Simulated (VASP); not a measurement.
Here is a VASP 6.6.1 calculation.

The input INCAR:

```
ALGO     = Normal         # electronic algorithm
EDIFF    = 1E-8           # SCF threshold, eV
ENCUT    = 520            # plane-wave cutoff, eV
GGA      = PE             # functional
ISIF     = 2              # what is computed and relaxed
ISMEAR   = 0              # smearing method
LASPH    = T              # aspherical terms in the spheres
LCHARG   = F              # write CHGCAR
LEPSILON = T              # dielectric tensor by DFPT
LREAL    = F              # projectors in reciprocal space
LWAVE    = F              # write WAVECAR
NELM     = 60             # most SCF steps
PREC     = Accurate       # precision mode
SIGMA    = 0.01           # smearing width, eV
```

The input KPOINTS:

```
k-points
0
Gamma
  9 9 4
```

The input POSCAR:

```
GaN
1.0
    3.1831500546      0.0000000000      0.0000000000
   -1.5915750273      2.7566888113      0.0000000000
    0.0000000000      0.0000000000      5.1836268250
Ga N
2 2
Direct
    0.3333333333      0.6666666667     -0.0008868441
    0.6666666667      0.3333333333      0.4991131559
    0.3333333333      0.6666666667      0.3758868441
    0.6666666667      0.3333333333      0.8758868441
```

Potentials or basis: VASP PAW PBE potentials, release 64 (Ga_d, N).

Launch:

```bash
$ cat potpaw_PBE.64/Ga_d/POTCAR potpaw_PBE.64/N/POTCAR > POTCAR
$ mpirun -np 1 vasp_std > vasp.out
```

(1) Predict the electronic dielectric tensor (diagonal).

(2) Estimate the Born charges (mean of the diagonal).

(3) Predict the band gap on the k mesh.

## Answers

(1) 5.80, 5.80, 6.03.

(2) Ga +2.67; N -2.67 e.

(3) 1.94 eV.
